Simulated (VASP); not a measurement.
Wanted: the native input for a VASP 6.6.1 run.

- Task: single point
- Functional: PBE
- Potentials or basis: VASP PAW PBE potentials, release 64 (Cd)
- Cutoff: 520 eV
- k mesh: 14 × 14 × 14
- Occupations: fermi-dirac, width 0.08 eV
- Spin: no spin polarisation
- Dipole correction: no
- Further INCAR settings: ALGO = Normal; EDIFF = 1e-06; NBANDS = 12

The structure of Cd lies in POSCAR:

```
Cd
1.0
    0.0000000000      1.7857294584      1.7857294584
    1.7857294584      0.0000000000      1.7857294584
    1.7857294584      1.7857294584      0.0000000000
Cd
1
Direct
    0.0000000000      0.0000000000      0.0000000000
```

This cell differs from its parent crystal: volume scaled by 0.5.

One way to write it, as run:

INCAR

```
PREC = Accurate ; ENCUT = 520
EDIFF = 1E-6 ; ISMEAR = -1
SIGMA = 0.08 ; LREAL = F
LASPH = T ; NELM = 60
ALGO = Normal ; ISIF = 2
LWAVE = F ; LCHARG = F
GGA = PE ; NBANDS = 12
```

KPOINTS

```
regular mesh
0
Gamma
  14 14 14
```

Potentials or basis: VASP PAW PBE potentials, release 64 (Cd).

Run with:

```console
$ cat potpaw_PBE.64/Cd/POTCAR > POTCAR
$ mpirun -np 1 vasp_std > vasp.out
```

It gave:

The pressure is 217.4 GPa. The band gap on the k mesh is zero (band 6 reaches 11.98 eV, above the bottom of band 7 at 10.68 eV).

It took 7.9 s on 1 thread of Intel(R) Xeon(R) Platinum 8375C CPU @ 2.90GHz (Ice Lake) (shared host), peak memory 0.13 GiB.
